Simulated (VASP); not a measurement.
# Ni (Im-3m) in VASP: notebook

The runs below take Ni through single point, with LDA.

Program: VASP 6.6.1. These are calculated values, not measurements. Logs are shortened: lines on timing, memory, paths and dates and some standing lists are left out, and cuts for length are marked.

## 1. The cell of the first run

The structure is cubic, space group Im-3m (No. 229). The conventional cell has a = 2.767 Å, b = 2.767 Å, c = 2.767 Å, α = 90.00°, β = 90.00°, γ = 90.00°. Within 3.2 Å of Ni (site symmetry m-3m) lie 14 Ni at 2.40 to 2.77 Å.

## 2. Single point, LDA, collinear spin, ferromagnetic start

File INCAR:

```
ALGO = Normal ; EDIFF = 1E-6
ENCUT = 520 ; GGA = CA
ISIF = 2 ; ISMEAR = -1
ISPIN = 2 ; LASPH = True
LCHARG = False ; LMAXMIX = 4
LORBIT = 11 ; LREAL = False
LWAVE = False ; MAGMOM = 0.28
NBANDS = 15 ; NELM = 150
NUPDOWN = 0.28 ; PREC = Accurate
SIGMA = 0.05
```

File KPOINTS:

```
k-points
0
Gamma
  17 17 17
```

File POSCAR:

```
Ni
1.0
   -1.3837154700      1.3837154700      1.3837154700
    1.3837154700     -1.3837154700      1.3837154700
    1.3837154700      1.3837154700     -1.3837154700
Ni
1
Direct
    0.0000000000      0.0000000000      0.0000000000
```

Potentials or basis: VASP PAW LDA potentials, release 64 (Ni).

Started as:

```sh
cat potpaw_LDA.64/Ni/POTCAR > POTCAR
mpirun -np 1 vasp_std > vasp.out
```

OUTCAR:

```text
EDIFF = 1E-6
   ENCUT = 520
   GGA = CA
   ISIF = 2
   ISMEAR = -1
   ISPIN = 2
   LASPH = True
   LORBIT = 11
   LREAL = False
   NELM = 150
   NUPDOWN = 0.28
   PREC = Accurate

 ion  position               nearest neighbor table
   1  0.000  0.000  0.000-

  LATTYP: Found a body centered cubic cell.
 ALAT       =     2.7674309400

  Lattice vectors:

 A1 = (  -1.3837154700,   1.3837154700,   1.3837154700)
 A2 = (   1.3837154700,  -1.3837154700,   1.3837154700)
 A3 = (   1.3837154700,   1.3837154700,  -1.3837154700)

Analysis of symmetry for initial positions (statically):
=====================================================================
 Subroutine PRICEL returns:
 Original cell was already a primitive cell.

 Routine SETGRP: Setting up the symmetry group for a
 body centered cubic supercell.

 Subroutine GETGRP returns: Found 48 space group operations
 (whereof 48 operations were pure point group operations)
 out of a pool of 48 trial point group operations.

The static configuration has the point symmetry O_h .

Analysis of symmetry for dynamics (positions and initial velocities):
=====================================================================
 Subroutine PRICEL returns:
 Original cell was already a primitive cell.

 Routine SETGRP: Setting up the symmetry group for a
 body centered cubic supercell.

 Subroutine GETGRP returns: Found 48 space group operations
 (whereof 48 operations were pure point group operations)
 out of a pool of 48 trial point group operations.

The dynamic configuration has the point symmetry O_h .

Analysis of structural, dynamic, and magnetic symmetry:
=====================================================================
 Subroutine PRICEL returns:
 Original cell was already a primitive cell.

 Routine SETGRP: Setting up the symmetry group for a
 body centered cubic supercell.

 Subroutine GETGRP returns: Found 48 space group operations
 (whereof 48 operations were pure point group operations)
 out of a pool of 48 trial point group operations.

The overall configuration has the point symmetry O_h .

 Subroutine INISYM returns: Found 48 space group operations
 (whereof 48 operations are pure point group operations),
 and found     1 'primitive' translations

----------------------------------------------------------------------------------------

                                     Primitive cell

  volume of cell :      10.5974

  direct lattice vectors                    reciprocal lattice vectors
    -1.383715470  1.383715470  1.383715470     0.000000000  0.361345964  0.361345964
     1.383715470 -1.383715470  1.383715470     0.361345964  0.000000000  0.361345964
     1.383715470  1.383715470 -1.383715470     0.361345964  0.361345964  0.000000000

  length of vectors
     2.396665497  2.396665497  2.396665497     0.511020363  0.511020363  0.511020363

  position of ions in fractional coordinates (direct lattice)
     0.000000000  0.000000000  0.000000000

  ion indices of the primitive-cell ions
   primitive index   ion index
                 1           1

----------------------------------------------------------------------------------------

 KPOINTS: k-points

Automatic generation of k-mesh.
 Grid dimensions read from file:
 generate k-points for:   17   17   17

 Generating k-lattice:

  Cartesian coordinates                     Fractional coordinates (reciprocal lattice)
     0.000000000  0.021255645  0.021255645     0.058823529  0.000000000  0.000000000
     0.021255645  0.000000000  0.021255645     0.000000000  0.058823529  0.000000000
     0.021255645  0.021255645  0.000000000     0.000000000  0.000000000  0.058823529

  Length of vectors
     0.030060021  0.030060021  0.030060021

  Shift w.r.t. Gamma in fractional coordinates (k-lattice)
     0.000000000  0.000000000  0.000000000

 Subroutine IBZKPT returns following result:
 ===========================================

 Found    165 irreducible k-points:

 Following reciprocal coordinates:
            Coordinates               Weight
  0.000000  0.000000  0.000000      1.000000
  0.058824  0.000000  0.000000     12.000000
  0.117647  0.000000  0.000000     12.000000
  0.176471  0.000000  0.000000     12.000000
  0.235294  0.000000  0.000000     12.000000
  0.294118  0.000000  0.000000     12.000000
[... 16 lines left out ...]
  0.411765  0.117647 -0.000000     48.000000
  0.176471  0.176471  0.000000     24.000000
 [... further k-points ...]
   k-points           NKPTS =    165   k-points in BZ     NKDIM =    165   number of bands    NBANDS=     15
   number of dos      NEDOS =    301   number of ions     NIONS =      1
   total plane-waves  NPLWV =   5832
   dimension x,y,z NGX =    18 NGY =   18 NGZ =   18
   dimension x,y,z NGXF=    36 NGYF=   36 NGZF=   36
   ions per type =               1
   NGX,Y,Z   is equivalent  to a cutoff of  12.49, 12.49, 12.49 a.u.
   NGXF,Y,Z  is equivalent  to a cutoff of  24.97, 24.97, 24.97 a.u.
 SYSTEM =  unknown system
   PREC   = accura    normal or accurate (medium, high low for compatibility)
   ISTART =      0    job   : 0-new  1-cont  2-samecut
   ICHARG =      2    charge: 1-file 2-atom 10-const
   ISPIN  =      2    spin polarized calculation?
   LNONCOLLINEAR =      F non collinear calculations
   LSORBIT =      F    spin-orbit coupling
   LASPH  =      T    aspherical Exc in radial PAW
   ENCUT  =  520.0 eV  38.22 Ry    6.18 a.u.   4.46  4.46  4.46*2*pi/ulx,y,z
   NELM   =    150;   NELMIN=  2; NELMDL= -5     # of ELM steps
   EDIFF  = 0.1E-05   stopping-criterion for ELM
   LREAL  =      F    real-space projection
   EDIFFG = 0.1E-04   stopping-criterion for IOM
   NSW    =      0    number of steps for IOM
   IBRION =     -1    ionic relax: 0-MD 1-quasi-New 2-CG
   NFREE  =      0    steps in history (QN), initial steepest desc. (CG)
   ISIF   =      2    stress and relaxation
   ISYM   =      2    0-nonsym 1-usesym 2-fastsym
   POTIM  = 0.5000    time-step for ionic-motion
   TEBEG  =    0.0;   TEEND  =   0.0 temperature during run
   PSTRESS=    0.0 pullay stress
   NELECT =      10.0000    total number of electrons
   NUPDOWN=       0.2800    fix difference up-down
   EMIN   =  10.00;   EMAX   =-10.00  energy-range for DOS
   EFERMI =   0.00;   METHOD = LEGACY
   ISMEAR =    -1;   SIGMA  =   0.05  broadening in eV -4-tet -1-fermi 0-gaus
   EFERMI_NEDOS =   21; number of points for ismear=-14 and -15
   IALGO  =     38    algorithm
   IMIX   =      4    mixing-type and parameters
     AMIX     =   0.40;   BMIX     =  1.00
     AMIX_MAG =   1.60;   BMIX_MAG =  1.00
  volume/ion in A,a.u.               =      10.60        71.51
  Fermi-wavevector in a.u.,A,eV,Ry     =   1.605738  3.034405 35.081190  2.578395
  Thomas-Fermi vector in A             =   2.702037
   LORBIT       =     11    0 simple, 1 ext, 2 COOP (PROOUT), +10 PAW based schemes
   GGA     = CA    functional components
   LHFCALC =     F    Hartree Fock is set to
   AEXX    =    0.0000 exact exchange contribution
   IVDW    =     0    specifies the selected vdW correction
   LEPSILON=     F    determine dielectric tensor
   LRPA    =     F    only Hartree local field effects (RPA)
 spin polarized calculation
  energy-cutoff  :      520.00
  volume of cell :       10.60
 maximum number of plane-waves:       321
 NGX is ok and might be reduce to    18
   NGX =  9   NGY =  9   NGZ =  9

 number of electron      10.0000004 magnetization       0.2800000

 Free energy of the ion-electron system (eV)
  ---------------------------------------------------
  ext. energy  EPLUGINS =         0.00000000
  ---------------------------------------------------
  free energy    TOTEN  =        -6.46727366 eV

  energy without entropy =       -6.45036640  energy(sigma->0) =       -6.45882003

 E-fermi :   9.2513     XC(G=0): -13.7654

 val. band max:        9.2493018726   @ k =   0.1176   0.1176   0.1176
 cond. band min:       9.2405506942   @ k =  -0.4706   0.4706   0.4118
 fundamental gap:     -0.0087511784
 Fermi energy:         9.2392777537

 spin component 1

 k-point     1 :       0.0000    0.0000    0.0000
  band No.  band energies     occupation
      1       0.2522      1.00000
      2       7.1099      1.00000
      3       7.1099      1.00000
      4       7.1099      1.00000
      5       8.5604      1.00000
      6       8.5604      1.00000
      7      36.0715      0.00000
      8      36.0715      0.00000
      9      36.0715      0.00000
     10      41.1678      0.00000
     11      41.1678      0.00000
     12      42.1833      0.00000
     13      42.1833      0.00000
     14      42.1833      0.00000
     15      42.9565      0.00000
[... 397 lines left out ...]
 k-point    24 :       0.1765    0.1765    0.0000
  band No.  band energies     occupation
      1       3.6621      1.00000
      2       6.5758      1.00000
      3       6.6331      1.00000
      4       8.2375      1.00000
      5       8.6841      0.99998
      6       8.9965      0.99227
      7      24.8908      0.00000
      8      25.6490      0.00000
      9      31.3507      0.00000
     10      36.3907      0.00000
     11      39.7291      0.00000
     12      43.2957      0.00000
     13      46.4858      0.00000
     14      49.5700      0.00000
     15      51.7399      0.00000

 [... further k-points ...]

 spin component 2

 k-point     1 :       0.0000    0.0000    0.0000
  band No.  band energies     occupation
      1       0.2767      1.00000
      2       7.4031      1.00000
      3       7.4031      1.00000
      4       7.4031      1.00000
      5       8.8046      0.99987
      6       8.8046      0.99987
      7      36.0688      0.00000
      8      36.0688      0.00000
      9      36.0688      0.00000
     10      41.1813      0.00000
     11      41.1813      0.00000
     12      42.2688      0.00000
     13      42.2688      0.00000
     14      42.2688      0.00000
     15      43.0548      0.00000
[... 397 lines left out ...]
 k-point    24 :       0.1765    0.1765    0.0000
  band No.  band energies     occupation
      1       3.7106      1.00000
      2       6.8274      1.00000
      3       6.9001      1.00000
      4       8.4921      1.00000
      5       8.9521      0.99749
      6       9.2769      0.37500
      7      24.9712      0.00000
      8      25.7243      0.00000
      9      31.4112      0.00000
     10      36.4216      0.00000
     11      39.7847      0.00000
     12      43.3375      0.00000
     13      46.5562      0.00000
     14      49.6033      0.00000
     15      51.8086      0.00000

 [... further k-points ...]

------------------------ aborting loop because EDIFF is reached ----------------------------------------

  FORCE on cell =-STRESS in cart. coord.  units (eV):
  Direction    XX          YY          ZZ          XY          YZ          ZX
  --------------------------------------------------------------------------------------
  -------------------------------------------------------------------------------------
  Total       -0.7532196     -0.7532196     -0.7532196     -0.0000000      0.0000000     -0.0000000
  in kB     -113.8758950   -113.8758950   -113.8758950     -0.0000000      0.0000000     -0.0000000
  external PRESSURE =    -113.8758950 kB  Pullay stress =       0.0000000 kB

 VOLUME and BASIS-vectors are now :
 -----------------------------------------------------------------------------
  energy-cutoff  :      520.00
  volume of cell :       10.60
      direct lattice vectors                 reciprocal lattice vectors
    -1.383715470  1.383715470  1.383715470     0.000000000  0.361345964  0.361345964
     1.383715470 -1.383715470  1.383715470     0.361345964  0.000000000  0.361345964
     1.383715470  1.383715470 -1.383715470     0.361345964  0.361345964  0.000000000

 POSITION                                       TOTAL-FORCE (eV/Angst)
 -----------------------------------------------------------------------------------
      0.00000      0.00000      0.00000         0.000000      0.000000      0.000000
 -----------------------------------------------------------------------------------
    total drift:                                0.000000      0.000000      0.000000

  FREE ENERGIE OF THE ION-ELECTRON SYSTEM (eV)
  ---------------------------------------------------
  free  energy   TOTEN  =        -6.4672736629 eV

  energy  without entropy=       -6.4503664024  energy(sigma->0) =       -6.45882003

 total charge

# of ion       s       p       d       tot
------------------------------------------
    1        0.503   0.509   8.360   9.373

 magnetization (x)

# of ion       s       p       d       tot
------------------------------------------
    1       -0.002  -0.007   0.289   0.281
```

It took 42 s on 1 thread of Intel Xeon Platinum 8488C (Sapphire Rapids), shared host; peak memory 0.15 GiB.

Results:

```yaml
Free_energy: -6.4673 eV
Pressure: -11.4 GPa
Net_moment: 0.28 μB per cell
Site_moments: Ni +0.28 μB
Valence_electrons_inside_the_program's_atomic_spheres: Ni 9.37
```

Caveat: the total moment is fixed, so each spin has its own Fermi level.

## 3. Single point, LDA, collinear spin, ferromagnetic start

File INCAR:

```
SYSTEM = Ni
ALGO = Normal
EDIFF = 1E-6
ENCUT = 520
GGA = CA
ISIF = 2
ISMEAR = -1
ISPIN = 2
LASPH = .True.
LCHARG = .False.
LMAXMIX = 4
LORBIT = 11
LREAL = .False.
LWAVE = .False.
MAGMOM = 0.38
NBANDS = 15
NELM = 150
NUPDOWN = 0.38
PREC = Accurate
SIGMA = 0.05
```

File KPOINTS:

```
k-points
0
Gamma
  17 17 17
  0 0 0
```

POSCAR is that of step 2.

Potentials or basis: VASP PAW LDA potentials, release 64 (Ni).

Started as:

```sh
cat potpaw_LDA.64/Ni/POTCAR > POTCAR
mpirun -np 1 vasp_std > vasp.out
```

OUTCAR:

```text
SYSTEM = Ni
   EDIFF = 1E-6
   ENCUT = 520
   GGA = CA
   ISIF = 2
   ISMEAR = -1
   ISPIN = 2
   LASPH = .True.
   LORBIT = 11
   LREAL = .False.
   NELM = 150
   NUPDOWN = 0.38
   PREC = Accurate

 ion  position               nearest neighbor table
   1  0.000  0.000  0.000-

  LATTYP: Found a body centered cubic cell.
 ALAT       =     2.7674309400

[... 1073 lines left out ...]
  FORCE on cell =-STRESS in cart. coord.  units (eV):
  Direction    XX          YY          ZZ          XY          YZ          ZX
  --------------------------------------------------------------------------------------
  -------------------------------------------------------------------------------------
  Total       -0.7316044     -0.7316044     -0.7316044      0.0000000      0.0000000      0.0000000
  in kB     -110.6079852   -110.6079852   -110.6079852      0.0000000      0.0000000      0.0000000
  external PRESSURE =    -110.6079852 kB  Pullay stress =       0.0000000 kB

 VOLUME and BASIS-vectors are now :
 -----------------------------------------------------------------------------
  energy-cutoff  :      520.00
  volume of cell :       10.60
      direct lattice vectors                 reciprocal lattice vectors
    -1.383715470  1.383715470  1.383715470     0.000000000  0.361345964  0.361345964
     1.383715470 -1.383715470  1.383715470     0.361345964  0.000000000  0.361345964
     1.383715470  1.383715470 -1.383715470     0.361345964  0.361345964  0.000000000

 POSITION                                       TOTAL-FORCE (eV/Angst)
 -----------------------------------------------------------------------------------
      0.00000      0.00000      0.00000         0.000000     -0.000000      0.000000
 -----------------------------------------------------------------------------------
    total drift:                                0.000000      0.000000      0.000000

  FREE ENERGIE OF THE ION-ELECTRON SYSTEM (eV)
  ---------------------------------------------------
  free  energy   TOTEN  =        -6.4678332557 eV

  energy  without entropy=       -6.4519485894  energy(sigma->0) =       -6.45989092

 total charge

# of ion       s       p       d       tot
------------------------------------------
    1        0.503   0.509   8.360   9.373

 magnetization (x)

# of ion       s       p       d       tot
------------------------------------------
    1       -0.003  -0.009   0.393   0.381
```

It took 54 s on 1 thread of Intel Xeon Platinum 8488C (Sapphire Rapids), shared host; peak memory 0.15 GiB.

What came out:

```yaml
Free_energy: -6.4678 eV
Pressure: -11.1 GPa
Net_moment: 0.38 μB per cell
Site_moments: Ni +0.38 μB
Valence_electrons_inside_the_program's_atomic_spheres: Ni 9.37
```

Caveat: the total moment is fixed, so each spin has its own Fermi level.

## 4. Single point, LDA, collinear spin, ferromagnetic start

File INCAR:

```
PREC = Accurate
ENCUT = 520
EDIFF = 1E-6
ISMEAR = -1
SIGMA = 0.05
LREAL = F
LASPH = T
NELM = 150
ALGO = Normal
ISIF = 2
LWAVE = F
LCHARG = T
ISPIN = 2
MAGMOM = 0.38
LORBIT = 11
NUPDOWN = 0.38
LMAXMIX = 4
GGA = CA
LELF = T
LVHAR = T
NBANDS = 15
```

File KPOINTS:

```
regular mesh
0
Gamma
  17 17 17
```

POSCAR is that of step 3.

Started as:

```sh
cat potpaw_LDA.64/Ni/POTCAR > POTCAR
mpirun -np 1 vasp_std > vasp.out
```

Wall time 45 s (1 thread of Intel Xeon Platinum 8488C (Sapphire Rapids), shared host); peak memory 0.15 GiB.

Results (log left out):

* Free energy: -6.4678 eV
* Pressure: -11.1 GPa
* Net moment: 0.38 μB per cell
* Site moments: Ni +0.38 μB
* Valence electrons inside the program's atomic spheres: Ni 9.37

Caveat: the total moment is fixed, so each spin has its own Fermi level.
